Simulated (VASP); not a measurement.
KF, 2 atoms in the cell. Symmetry: I4/mmm, No. 139, tetragonal system. Conventional cell: a = 3.754 Å, b = 3.754 Å, c = 5.282 Å, α = 90.00°, β = 90.00°, γ = 90.00°. Within 3.5 Å of K (site symmetry 4/mmm) lie 6 F at 2.64 to 2.65 Å. F (site symmetry 4/mmm) has 6 K at 2.64 to 2.65 Å within 3.5 Å.  This cell differs from its parent crystal: z stretched by -0.5 %, x and y held.

| Quantity | Value |
| --- | --- |
| Program | VASP 6.6.1 |
| Task | single point |
| Functional | PBEsol |
| Potentials or basis | VASP PAW PBE potentials, release 64 (K_sv, F) |
| Cutoff | 520 eV |
| k mesh | 8 × 8 × 8 |
| Occupations | gaussian, width 0.01 eV |
| Spin | no spin polarisation |
| Dipole correction | no |
| Further INCAR settings | ALGO = Normal; EDIFF = 1e-06; NBANDS = 15 |

Potentials or basis: VASP PAW PBE potentials, release 64 (K_sv, F).

Launch:

```sh
$ cat potpaw_PBE.64/K_sv/POTCAR potpaw_PBE.64/F/POTCAR > POTCAR
$ mpirun -np 1 vasp_std > vasp.out
```

Hardware: 1 thread of Intel(R) Xeon(R) Platinum 8488C (Sapphire Rapids), on a shared host.

How long does it take, and how much memory?

It took 23 s on 1 thread of Intel(R) Xeon(R) Platinum 8488C (Sapphire Rapids), on a shared host, peak memory 0.17 GiB. Counts: scf iterations 13, k points 59.
